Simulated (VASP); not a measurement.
# Be2Ge (P1) in VASP: single point with r2SCAN

Aim: the single point of Be2Ge with r2SCAN.

Program: VASP 6.6.1. These are calculated values, not measurements. Logs are shortened: lines on timing, memory, paths and dates and some standing lists are left out, and cuts for length are marked.

## (1) The cell of the first run

The typed cell holds 24 atoms: a = 7.631 Å, b = 7.631 Å, c = 7.631 Å, α = 60.00°, β = 60.00°, γ = 60.00°.

## (2) Single point, r2SCAN

POSCAR

```
Be2Ge
1.0
    0.0000000000      5.3956000000      5.3956000000
    5.3956000000      0.0000000000      5.3956000000
    5.3956000000      5.3956000000      0.0000000000
Ge Be
8 16
Direct
   -0.0399760916      0.0200739491     -0.0092966491
    0.0017206613      0.0312955000      0.5142084291
   -0.0217795055      0.4937268330      0.0361612240
    0.0630266328      0.5084013826      0.4622031841
    0.4750303951     -0.0028504708      0.0284194529
    0.4893911706     -0.0078997702      0.5250311365
    0.4909567981      0.5361988472     -0.0334036066
    0.5040824005      0.5128258210      0.5079221959
    0.0986109052      0.1003311958      0.1439224553
    0.4275694084      0.3766095522      0.3220369375
    0.1403149789      0.1544346319      0.6371314590
    0.3456681370      0.3605219067      0.8837382312
    0.1296916932      0.6690980614      0.0833074172
    0.3544038661      0.9059942360      0.3642337275
    0.1730993773      0.6488038402      0.6608534732
    0.3206291237      0.8994946809      0.8945289680
    0.5830954852      0.1344988509      0.1496156127
    0.8621898399      0.3775234450      0.4393436318
    0.5349942546      0.1554511083      0.6793971013
    0.9059492920      0.4214628586      0.8229820595
    0.6234752391      0.6241541256      0.1297449774
    0.8584958114      0.8877211061      0.3938942842
    0.6882954630      0.5953452813      0.6138598117
    0.8488255245      0.8822077248      0.8544849507
```

INCAR.step1

```
SYSTEM = Be2Ge
ALGO = Normal
EDIFF = 1E-4
ENCUT = 520
GGA = PE
ISMEAR = -1
LASPH = .True.
LCHARG = .False.
LREAL = Auto
LWAVE = .True.
NBANDS = 90
NELM = 60
PREC = Accurate
SIGMA = 0.086
```

INCAR.step2

```
SYSTEM = Be2Ge
ALGO = Normal
EDIFF = 1E-6
ENCUT = 520
ISIF = 2
ISMEAR = -1
ISTART = 1
LASPH = .True.
LCHARG = .True.
LELF = .True.
LMIXTAU = .True.
LREAL = Auto
LVHAR = .True.
LWAVE = .False.
METAGGA = R2SCAN
NBANDS = 90
NELM = 60
PREC = Accurate
SIGMA = 0.086
```

KPOINTS

```
k-points
0
Gamma
  2 2 2
  0 0 0
```

Potentials or basis: VASP PAW PBE potentials, release 64 (Ge_d, Be).

The run is started by

```console
$ cat potpaw_PBE.64/Ge_d/POTCAR potpaw_PBE.64/Be/POTCAR > POTCAR
$ cp INCAR.step1 INCAR
$ mpirun -np 1 vasp_std > vasp.out
$ cp INCAR.step2 INCAR
$ mpirun -np 1 vasp_std > vasp.out
```

OUTCAR:

```text
SYSTEM = Be2Ge
   EDIFF = 1E-6
   ENCUT = 520
   ISIF = 2
   ISMEAR = -1
   ISTART = 1
   LASPH = .True.
   LREAL = Auto
   METAGGA = R2SCAN
   NELM = 60
   PREC = Accurate

 ion  position               nearest neighbor table
   1  0.960  0.020  0.991-  13 2.21  16 2.25  11 2.27   9 2.34  17 2.36  24 2.40  22 2.53  20 2.56

   2  0.002  0.031  0.514-  18 2.17  24 2.18  14 2.22   9 2.37  11 2.40  15 2.42  22 2.54
   3  0.978  0.494  0.036-  21 2.22  12 2.31  20 2.31  13 2.39  15 2.43  24 2.45   9 2.46  18 2.52

   4  0.063  0.508  0.462-  11 2.24  20 2.26  10 2.28  18 2.31  23 2.35  13 2.39  22 2.42
   5  0.475  0.997  0.028-  14 2.10  19 2.21  12 2.27  17 2.29  21 2.33  24 2.35   9 2.36  16 2.41

   6  0.489  0.992  0.525-  11 2.20  22 2.30  19 2.32  16 2.32  17 2.35  14 2.40  10 2.46  23 2.51

   7  0.491  0.536  0.967-  10 2.25  13 2.25  23 2.26  16 2.29  21 2.41  17 2.53  12 2.54  20 2.59

   8  0.504  0.513  0.508-  15 2.11  18 2.26  19 2.30  23 2.36  21 2.36  12 2.38  14 2.46  10 2.52

   9  0.099  0.100  0.144-   1 2.34   5 2.36   2 2.37   3 2.46
  10  0.428  0.377  0.322-   7 2.25   4 2.28  17 2.29   6 2.46   8 2.52
  11  0.140  0.154  0.637-   6 2.20   4 2.24   1 2.27   2 2.40
  12  0.346  0.361  0.884-  19 2.21  15 2.25   5 2.27   3 2.31   8 2.38   7 2.54
  13  0.130  0.669  0.083-   1 2.21   7 2.25  16 2.28   3 2.39   4 2.39
  14  0.354  0.906  0.364-   5 2.10   2 2.22   6 2.40   8 2.46
  15  0.173  0.649  0.661-   8 2.11  12 2.25   2 2.42   3 2.43
  16  0.321  0.899  0.895-   1 2.25  13 2.28   7 2.29   6 2.32   5 2.41
  17  0.583  0.134  0.150-  10 2.29   5 2.29   6 2.35   1 2.36   7 2.53
  18  0.862  0.378  0.439-  23 2.13   2 2.17   8 2.26   4 2.31   3 2.52
  19  0.535  0.155  0.679-   5 2.21  12 2.21   8 2.30   6 2.32
  20  0.906  0.421  0.823-   4 2.26   3 2.31  23 2.32   1 2.56   7 2.59
  21  0.623  0.624  0.130-   3 2.22   5 2.33   8 2.36   7 2.41
  22  0.858  0.888  0.394-   6 2.30   4 2.42   1 2.53   2 2.54
  23  0.688  0.595  0.614-  18 2.13   7 2.26  20 2.32   4 2.35   8 2.36   6 2.51
  24  0.849  0.882  0.854-   2 2.18   5 2.35   1 2.40   3 2.45

  LATTYP: Found a face centered cubic cell.
 ALAT       =    10.7912000000

  Lattice vectors:

 A1 = (   0.0000000000,   5.3956000000,   5.3956000000)
 A2 = (   5.3956000000,   0.0000000000,   5.3956000000)
 A3 = (   5.3956000000,   5.3956000000,   0.0000000000)

Analysis of symmetry for initial positions (statically):
=====================================================================
 Subroutine PRICEL returns:
 Original cell was already a primitive cell.

 Routine SETGRP: Setting up the symmetry group for a
 face centered cubic supercell.

 Subroutine GETGRP returns: Found  1 space group operations
 (whereof  1 operations were pure point group operations)
 out of a pool of 48 trial point group operations.

The static configuration has the point symmetry C_1 .

Analysis of symmetry for dynamics (positions and initial velocities):
=====================================================================
 Subroutine PRICEL returns:
 Original cell was already a primitive cell.

 Routine SETGRP: Setting up the symmetry group for a
 face centered cubic supercell.

 Subroutine GETGRP returns: Found  1 space group operations
 (whereof  1 operations were pure point group operations)
 out of a pool of 48 trial point group operations.

The dynamic configuration has the point symmetry C_1 .

 Subroutine INISYM returns: Found  1 space group operations
 (whereof  1 operations are pure point group operations),
 and found     1 'primitive' translations

----------------------------------------------------------------------------------------

                                     Primitive cell

  volume of cell :     314.1588

  direct lattice vectors                    reciprocal lattice vectors
     0.000000000  5.395600000  5.395600000    -0.092668100  0.092668100  0.092668100
     5.395600000  0.000000000  5.395600000     0.092668100 -0.092668100  0.092668100
     5.395600000  5.395600000  0.000000000     0.092668100  0.092668100 -0.092668100

  length of vectors
     7.630530697  7.630530697  7.630530697     0.160505857  0.160505857  0.160505857

  position of ions in fractional coordinates (direct lattice)
     0.960023908  0.020073949  0.990703351
     0.001720661  0.031295500  0.514208429
     0.978220495  0.493726833  0.036161224
     0.063026633  0.508401383  0.462203184
     0.475030395  0.997149529  0.028419453
     0.489391171  0.992100230  0.525031136
[... 16 lines left out ...]
     0.688295463  0.595345281  0.613859812
     0.848825525  0.882207725  0.854484951

  ion indices of the primitive-cell ions
   primitive index   ion index
                 1           1
                 2           2
                 3           3
                 4           4
                 5           5
                 6           6
[... 16 lines left out ...]
                23          23
                24          24

----------------------------------------------------------------------------------------

 KPOINTS: k-points

Automatic generation of k-mesh.
 Grid dimensions read from file:
 generate k-points for:    2    2    2

 Generating k-lattice:

  Cartesian coordinates                     Fractional coordinates (reciprocal lattice)
    -0.046334050  0.046334050  0.046334050     0.500000000  0.000000000  0.000000000
     0.046334050 -0.046334050  0.046334050     0.000000000  0.500000000  0.000000000
     0.046334050  0.046334050 -0.046334050     0.000000000  0.000000000  0.500000000

  Length of vectors
     0.080252929  0.080252929  0.080252929

  Shift w.r.t. Gamma in fractional coordinates (k-lattice)
     0.000000000  0.000000000  0.000000000

 Subroutine IBZKPT returns following result:
 ===========================================

 Found      8 irreducible k-points:

 Following reciprocal coordinates:
            Coordinates               Weight
  0.000000  0.000000  0.000000      1.000000
  0.500000  0.000000  0.000000      1.000000
  0.000000  0.500000  0.000000      1.000000
  0.000000  0.000000  0.500000      1.000000
  0.500000  0.500000  0.500000      1.000000
  0.500000  0.500000  0.000000      1.000000
  0.000000  0.500000  0.500000      1.000000
  0.500000  0.000000  0.500000      1.000000
   k-points           NKPTS =      8   k-points in BZ     NKDIM =      8   number of bands    NBANDS=     90
   number of dos      NEDOS =    301   number of ions     NIONS =     24
   total plane-waves  NPLWV = 216000
   dimension x,y,z NGX =    60 NGY =   60 NGZ =   60
   dimension x,y,z NGXF=   120 NGYF=  120 NGZF=  120
   ions per type =               8  16
   NGX,Y,Z   is equivalent  to a cutoff of  13.07, 13.07, 13.07 a.u.
   NGXF,Y,Z  is equivalent  to a cutoff of  26.14, 26.14, 26.14 a.u.
 SYSTEM =  Be2Ge
   PREC   = accura    normal or accurate (medium, high low for compatibility)
   ISTART =      1    job   : 0-new  1-cont  2-samecut
   ICHARG =      0    charge: 1-file 2-atom 10-const
   ISPIN  =      1    spin polarized calculation?
   LNONCOLLINEAR =      F non collinear calculations
   LSORBIT =      F    spin-orbit coupling
   LASPH  =      T    aspherical Exc in radial PAW
   ENCUT  =  520.0 eV  38.22 Ry    6.18 a.u.  14.19 14.19 14.19*2*pi/ulx,y,z
   NELM   =     60;   NELMIN=  2; NELMDL=  0     # of ELM steps
   EDIFF  = 0.1E-05   stopping-criterion for ELM
   LREAL  =      T    real-space projection
   EDIFFG = 0.1E-04   stopping-criterion for IOM
   NSW    =      0    number of steps for IOM
   IBRION =     -1    ionic relax: 0-MD 1-quasi-New 2-CG
   NFREE  =      0    steps in history (QN), initial steepest desc. (CG)
   ISIF   =      2    stress and relaxation
   ISYM   =      2    0-nonsym 1-usesym 2-fastsym
   POTIM  = 0.5000    time-step for ionic-motion
   TEBEG  =    0.0;   TEEND  =   0.0 temperature during run
   PSTRESS=    0.0 pullay stress
   NELECT =     144.0000    total number of electrons
   NUPDOWN=      -1.0000    fix difference up-down
   EMIN   =  10.00;   EMAX   =-10.00  energy-range for DOS
   EFERMI =   0.00;   METHOD = LEGACY
   ISMEAR =    -1;   SIGMA  =   0.09  broadening in eV -4-tet -1-fermi 0-gaus
   EFERMI_NEDOS =   21; number of points for ismear=-14 and -15
   IALGO  =     38    algorithm
   IMIX   =      4    mixing-type and parameters
     AMIX     =   0.40;   BMIX     =  1.00
     AMIX_MAG =   1.60;   BMIX_MAG =  1.00
  volume/ion in A,a.u.               =      13.09        88.34
  Fermi-wavevector in a.u.,A,eV,Ry     =   1.262252  2.385310 21.677877  1.593279
  Thomas-Fermi vector in A             =   2.395669
   LORBIT       =      0    0 simple, 1 ext, 2 COOP (PROOUT), +10 PAW based schemes
   METAGGA = R2SCAN    functional components
   LHFCALC =     F    Hartree Fock is set to
   AEXX    =    0.0000 exact exchange contribution
   IVDW    =     0    specifies the selected vdW correction
   LEPSILON=     F    determine dielectric tensor
   LRPA    =     F    only Hartree local field effects (RPA)
 non-spin polarized calculation
  energy-cutoff  :      520.00
  volume of cell :      314.16
 maximum number of plane-waves:      8480
 NGX is ok and might be reduce to    60
   NGX = 29   NGY = 29   NGZ = 29

 number of electron     144.0000005 magnetization

 Free energy of the ion-electron system (eV)
  ---------------------------------------------------
  ext. energy  EPLUGINS =         0.00000000
  ---------------------------------------------------
  free energy    TOTEN  =      -171.49328931 eV

  energy without entropy =     -171.44663658  energy(sigma->0) =     -171.46996295

 E-fermi :   6.1362     XC(G=0): -11.0282

 val. band max:        6.0470142080   @ k =   0.0000   0.0000   0.0000
 cond. band min:       6.1976782482   @ k =   0.0000   0.0000   0.0000
 fundamental gap:      0.1506640401
 Fermi energy:         6.1362051480

 k-point     1 :       0.0000    0.0000    0.0000
  band No.  band energies     occupation
      1     -19.4697      2.00000
      2     -19.4489      2.00000
      3     -19.4356      2.00000
      4     -19.4120      2.00000
      5     -19.3979      2.00000
      6     -19.3468      2.00000
[... 76 lines left out ...]
     83       7.8544      0.00000
     84       8.0713      0.00000

 k-point     2 :       0.5000    0.0000    0.0000
  band No.  band energies     occupation
      1     -19.4696      2.00000
      2     -19.4488      2.00000
      3     -19.4355      2.00000
      4     -19.4119      2.00000
      5     -19.3978      2.00000
      6     -19.3467      2.00000
[... 511 lines left out ...]
     83       9.6184      0.00000
     84       9.8653      0.00000

 k-point     8 :       0.5000    0.0000    0.5000
  band No.  band energies     occupation
      1     -19.4695      2.00000
      2     -19.4485      2.00000
      3     -19.4355      2.00000
      4     -19.4119      2.00000
      5     -19.3976      2.00000
      6     -19.3471      2.00000
[... 76 lines left out ...]
     83       9.6729      0.00000
     84       9.6932      0.00000
 [bands above 84 left out]

------------------------ aborting loop because EDIFF is reached ----------------------------------------

  FORCE on cell =-STRESS in cart. coord.  units (eV):
  Direction    XX          YY          ZZ          XY          YZ          ZX
  --------------------------------------------------------------------------------------
  -------------------------------------------------------------------------------------
  Total        4.1702900     -0.6787816     -2.7247524     -1.6108263      0.9767497     -3.5631071
  in kB       21.2680468     -3.4617155    -13.8959549     -8.2150473      4.9813220    -18.1714768
  external PRESSURE =       1.3034588 kB  Pullay stress =       0.0000000 kB

 VOLUME and BASIS-vectors are now :
 -----------------------------------------------------------------------------
  energy-cutoff  :      520.00
  volume of cell :      314.16
      direct lattice vectors                 reciprocal lattice vectors
     0.000000000  5.395600000  5.395600000    -0.092668100  0.092668100  0.092668100
     5.395600000  0.000000000  5.395600000     0.092668100 -0.092668100  0.092668100
     5.395600000  5.395600000  0.000000000     0.092668100  0.092668100 -0.092668100

 POSITION                                       TOTAL-FORCE (eV/Angst)
 -----------------------------------------------------------------------------------
      5.45375     10.52534      5.28822         1.293509     -0.257542     -0.101099
      2.94332      2.78375      0.17814        -1.020252     -0.562512     -0.996406
      2.85906      5.47320      7.94204        -0.393020      0.241061      0.450467
      5.23699      2.83393      3.08320         1.199319     -0.512475      0.406015
      5.53356      2.71641      7.94329        -1.041277     -0.583561      0.245261
      8.18583      5.47342      7.99353        -0.788592      0.424323      0.852700
[... 16 lines left out ...]
      6.52439      7.02591      6.92601         0.584427     -0.377268      0.621795
      9.37050      9.19038      9.33996         0.254533      0.760836     -0.604211
 -----------------------------------------------------------------------------------
    total drift:                               -0.001284     -0.000310     -0.002850

  FREE ENERGIE OF THE ION-ELECTRON SYSTEM (eV)
  ---------------------------------------------------
  free  energy   TOTEN  =      -171.4932893066 eV

  energy  without entropy=     -171.4466365848  energy(sigma->0) =     -171.46996295
```

Wall time 19 min (1 thread of Intel Xeon Platinum 8488C (Sapphire Rapids), shared host); peak memory 0.62 GiB.

Results:

```
Free energy            : -171.4933 eV
Pressure               : 0.1 GPa
Largest force          : 2.154 eV/Å
Band gap on the k mesh : 0.15 eV
```

Forces on the atoms (eV/Å):
```
Ge   1.294 -0.258 -0.101
Ge  -1.020 -0.563 -0.996
Ge  -0.393  0.241  0.450
Ge   1.199 -0.512  0.406
Ge  -1.041 -0.584  0.245
Ge  -0.789  0.424  0.853
Ge  -0.964  0.921  0.001
Ge  -0.825  0.247  0.291
Be   0.578 -0.026  0.076
Be   0.411  0.728 -0.102
Be  -0.039 -0.679 -0.388
Be   0.854  0.235  0.398
Be  -0.271  0.050 -0.871
Be   0.695  1.185 -0.610
Be   1.177 -1.473 -1.041
Be   0.043  0.018  0.154
Be   0.135 -0.027  0.417
Be  -0.627 -0.374  0.727
Be  -1.174 -0.064  0.483
Be   0.221  0.338 -0.562
Be  -0.142 -0.331 -0.252
Be  -0.161  0.116  0.405
Be   0.584 -0.377  0.622
Be   0.255  0.761 -0.604
```

Stress tensor (GPa, compression positive):
```
 2.13 -0.82 -1.82
-0.82 -0.35  0.50
-1.82  0.50 -1.39
```

Levels at points of the mesh, in eV from the valence-band top:
```
           k point  band 70  band 71  band 72  band 73  band 74  band 75
(0.00, 0.00, 0.00)    -0.45    -0.07     0.00     0.15     0.52     0.57
(0.50, 0.00, 0.00)    -0.82    -0.73    -0.45     0.51     0.70     0.81
(0.00, 0.50, 0.00)    -1.11    -0.75    -0.40     0.46     0.63     0.79
(0.00, 0.00, 0.50)    -1.02    -0.65    -0.55     0.55     0.85     0.88
(0.50, 0.50, 0.50)    -0.96    -0.76    -0.57     0.47     0.62     0.82
(0.50, 0.50, 0.00)    -1.69    -1.49    -1.35     0.51     0.59     1.47
(0.00, 0.50, 0.50)    -1.75    -1.46    -1.34     0.54     0.62     1.39
(0.50, 0.00, 0.50)    -1.84    -1.52    -1.36     0.51     0.79     1.40
```

Caveat: the k points lie up to 0.50 Å⁻¹ apart; the atoms stand as in a frame of molecular dynamics; the structure was generated, so it needn't be the stable form of Be2Ge; the PAW data sets were made with another functional, which shifts forces and pressure a little. A k mesh can miss the band edges.
